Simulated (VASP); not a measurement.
A run of VASP 6.6.1 is set up as follows.

INCAR

```
SYSTEM = Co
ALGO     = Normal         ! electronic algorithm
EDIFF    = 1E-6           ! SCF threshold, eV
ENCUT    = 520            ! plane-wave cutoff, eV
GGA      = RP             ! functional
ISIF     = 2              ! what is computed and relaxed
ISMEAR   = -1             ! smearing method
ISPIN    = 2              ! spin polarisation
LASPH    = .True.         ! aspherical terms in the spheres
LCHARG   = .False.        ! write CHGCAR
LMAXMIX  = 4              ! l up to which the mixer works
LORBIT   = 11             ! projections on sites
LREAL    = .False.        ! projectors in reciprocal space
LWAVE    = .False.        ! write WAVECAR
MAGMOM   = 1.88           ! initial moments
NBANDS   = 14             ! bands
NELM     = 150            ! most SCF steps
PREC     = Accurate       ! precision mode
SIGMA    = 0.05           ! smearing width, eV
```

KPOINTS

```
k-points
0
Gamma
  17 17 17
  0 0 0
```

POSCAR

```
Co
1.0
   -1.4567994278      1.4567994278      1.4567994278
    1.4567994278     -1.4567994278      1.4567994278
    1.4567994278      1.4567994278     -1.4567994278
Co
1
Direct
    0.0000000000      0.0000000000      0.0000000000
```

Potentials or basis: VASP PAW PBE potentials, release 64 (Co).

Launch:

```bash
$ cat potpaw_PBE.64/Co/POTCAR > POTCAR
$ mpirun -np 1 vasp_std > vasp.out
```

(1) Estimate the net moment.

(2) What does it give for the pressure?

Answers

(1) 1.80 μB per cell.

(2) -12.4 GPa.

Caveat: the cell stands under tension; the PAW data sets were made with another functional, which shifts forces and pressure a little.
